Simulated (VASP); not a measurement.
BAs:

```xyz
2
Lattice="0.0000 2.4353 2.4353 2.4353 0.0000 2.4353 2.4353 2.4353 0.0000" Properties=species:S:1:pos:R:3 pbc="T T T"
As    3.6530    3.6530    3.6530
B     0.0000    0.0000    0.0000
```

This cell differs from its parent crystal: volume scaled by 1.06.

Base run:

- Program: VASP 6.6.1
- Functional: PBEsol
- Potentials or basis: VASP PAW PBE potentials, release 64 (As, B)
- Cutoff: 520 eV
- k mesh: 10 × 10 × 10
- Occupations: fermi-dirac, width 0.05 eV
- Spin: no spin polarisation

Its results: band gap on the k mesh 1.13 eV, indirect (least direct gap 3.17 eV); pressure -7.2 GPa.

**Question.** The run is repeated on the same cell with these changes: functional from PBEsol to RPBE; dispersion from none to D4. What comes out?

**Answer.** Band gap on the k mesh 1.27 eV, indirect (least direct gap 3.21 eV); pressure -10.6 GPa.

Several settings changed at once, so the effect can't be laid on one alone.

Caveats: the PAW data sets were made with another functional, which shifts forces and pressure a little.

A k mesh can miss the band edges.
